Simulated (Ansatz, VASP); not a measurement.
# Al5Ga3N8: VASP beside Ansatz

File INCAR:

```
ALGO = Normal
EDIFF = 1E-7
ENCUT = 520
GGA = PS
ISIF = 2
ISMEAR = 0
LASPH = T
LCHARG = F
LREAL = Auto
LWAVE = F
NBANDS = 61
NELM = 100
PREC = Accurate
SIGMA = 0.02
```

The input KPOINTS:

```
k-points
0
Gamma
  6 4 4
```

The input POSCAR:

```
Al5Ga3N8
1.0
   -0.0014430012     -0.0008331171     -5.0689060247
    3.1368704847      5.4343986660      0.0018002063
    3.1378920567     -5.4349884708      0.0000000000
Ga Al N
3 5 8
Direct
   -0.0011665615      0.1652001798      0.3313124082
   -0.0011665615      0.1652001798      0.8338877716
    0.4990435769      0.3350319095      0.6675159547
   -0.0000345465      0.6672093499      0.3336046750
   -0.0003493759      0.6689294519      0.8344647260
    0.5000651375      0.3355262969      0.1677631485
    0.5002337959      0.8314910624      0.6653480318
    0.5002337959      0.8314910624      0.1661430306
    0.6134880633      0.1629775432      0.3263747209
    0.6134880633      0.1629775432      0.8366028223
    0.6226921529      0.6671763207      0.3335881604
    0.6246105434      0.6744702905      0.8372351453
    0.1147659583      0.3398643471      0.6699321736
    0.1259436724      0.3406399046      0.1703199523
    0.1240761429      0.8259072791      0.6626518608
    0.1240761429      0.8259072791      0.1632554183
```

Input for Ansatz:

```yaml
crystal:
  lattice:
    - [-0.0014430012, -0.0008331171, -5.0689060247]
    - [3.1368704847, 5.434398666, 0.0018002063]
    - [3.1378920567, -5.4349884708, 0.0]
  atoms:
    - { symbol: Ga, position: [-0.0011665615, 0.1652001798, 0.3313124082] }
    - { symbol: Ga, position: [-0.0011665615, 0.1652001798, 0.8338877716] }
    - { symbol: Al, position: [-3.45465e-05, 0.6672093499, 0.333604675] }
    - { symbol: Al, position: [-0.0003493759, 0.6689294519, 0.834464726] }
    - { symbol: Ga, position: [0.4990435769, 0.3350319095, 0.6675159547] }
    - { symbol: Al, position: [0.5000651375, 0.3355262969, 0.1677631485] }
    - { symbol: Al, position: [0.5002337959, 0.8314910624, 0.6653480318] }
    - { symbol: Al, position: [0.5002337959, 0.8314910624, 0.1661430306] }
    - { symbol: "N", position: [0.6134880633, 0.1629775432, 0.3263747209] }
    - { symbol: "N", position: [0.6134880633, 0.1629775432, 0.8366028223] }
    - { symbol: "N", position: [0.6226921529, 0.6671763207, 0.3335881604] }
    - { symbol: "N", position: [0.6246105434, 0.6744702905, 0.8372351453] }
    - { symbol: "N", position: [0.1147659583, 0.3398643471, 0.6699321736] }
    - { symbol: "N", position: [0.1259436724, 0.3406399046, 0.1703199523] }
    - { symbol: "N", position: [0.1240761429, 0.8259072791, 0.6626518608] }
    - { symbol: "N", position: [0.1240761429, 0.8259072791, 0.1632554183] }
basis:
  ecutwfc: 420
kpoints:
  mp_grid: { grid: [6, 4, 4] }
  band_path: { path: [[0.0, 0.0, 0.0], [0.05, 0.0, 0.0]], npoints: 1 }
hamiltonian:
  xc: pbesol
scf:
  occupations: { method: gaussian, width: 0.02 }
  n_extra_bands: 11
output:
  forces: true
  stress: true
  eigenvalues: true
  write_density: true
  write_potential: true
  elf: true
  volumetric_format: npy
```

Alike in both runs: task single point; functional PBEsol; k mesh 6 × 4 × 4; occupations gaussian, width 0.02 eV; no spin polarisation.

|  | VASP | Ansatz |
| --- | --- | --- |
| version | VASP 6.6.1 | Ansatz 0.2.0 |
| potentials or method | VASP PAW PBE potentials, release 64 (Ga_d, Al, N), cutoff 520 eV | scalar-relativistic, plane waves, PAW |
| valence electrons in the cell | 94 | 94 |

|  | VASP | Ansatz | Ansatz less VASP |
| --- | --- | --- | --- |
| gap on the k mesh at the Fermi level (eV) | 3.21 | 3.19 | -0.017 |
| least direct gap on the mesh (eV) | 3.21 | 3.19 | -0.017 |
| pressure (GPa) | -0.1 | 0.0 | +0.09 |
| rms of the force components (eV/Å) | 0.004 | 0.001 | -0.0035 |

VASP's potentials were made for PBE, not for PBEsol.
